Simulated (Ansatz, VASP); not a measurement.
## W in VASP and in Ansatz

Contents of INCAR:

```
ALGO = Normal ; DIPOL = 0.5 0.5 0.327
EDIFF = 1E-6 ; ENCUT = 400
GGA = PE ; GGA_COMPAT = F
IDIPOL = 3 ; ISIF = 2
ISMEAR = 1 ; LASPH = T
LCHARG = F ; LDIPOL = T
LREAL = F ; LWAVE = F
NBANDS = 36 ; NELM = 120
NELMDL = -8 ; PREC = Accurate
SIGMA = 0.1
```

Contents of KPOINTS:

```
k-points
0
Gamma
  20 20 1
```

The input POSCAR:

```
W
1.0
    2.7571790179      0.0000000004      0.0000000000
   -0.9190597059      2.5994932956      0.0000000000
    0.0000000000      0.0000000000     28.5070089583
W
4
Direct
    0.0000000000      0.0000000000      0.2104745541
    0.5000000000      0.5000000000      0.2867399073
    0.0000000000      0.0000000000      0.3657882586
    0.5000000000      0.5000000000      0.4444625519
```

Input for Ansatz:

```yaml
crystal:
  lattice:
    - [2.7571790179, 4.0e-10, 0.0]
    - [-0.9190597059, 2.5994932956, 0.0]
    - [0.0, 0.0, 28.5070089583]
  atoms:
    - { symbol: W, position: [0.0, 0.0, 0.2104745541] }
    - { symbol: W, position: [0.5, 0.5, 0.2867399073] }
    - { symbol: W, position: [0.0, 0.0, 0.3657882586] }
    - { symbol: W, position: [0.5, 0.5, 0.4444625519] }
basis:
  ecutwfc: 420
kpoints:
  mp_grid: { grid: [20, 20, 1] }
hamiltonian:
  xc: pbe
  pseudopotentials: { kind: paw, azcp: { folder: soft_1 } }
scf:
  occupations: { method: methfessel_paxton, width: 0.1 }
  n_extra_bands: 7
  max_iter: 160
output:
  forces: true
  eigenvalues: true
  write_density: true
  write_potential: true
  elf: true
  volumetric_format: npy
efield:
  axis: 3
  dipole_correction: true
```

Alike in both runs: task single point; functional PBE; k mesh 20 × 20 × 1; occupations methfessel-paxton of order 1, width 0.1 eV; no spin polarisation.

```csv
,VASP,Ansatz
version,VASP 6.6.1,Ansatz 0.2.0
potentials or method,"VASP PAW PBE potentials, release 64 (W_sv), cutoff 400 eV","scalar-relativistic, plane waves, PAW"
valence electrons in the cell,56,56
```

|  | VASP | Ansatz | Ansatz less VASP |
| --- | --- | --- | --- |
| gap on the k mesh at the Fermi level (eV) | none | none | - |
| rms of the force components (eV/Å) | 0.238 | 0.240 | +0.0027 |

Atom by atom the forces differ by 0.011 eV/Å (rms over components). A gap of «none» marks a metal or a gap that the smearing closes. Ansatz's warnings: xc potential rough in thin density.

Spin-orbit coupling is off throughout.
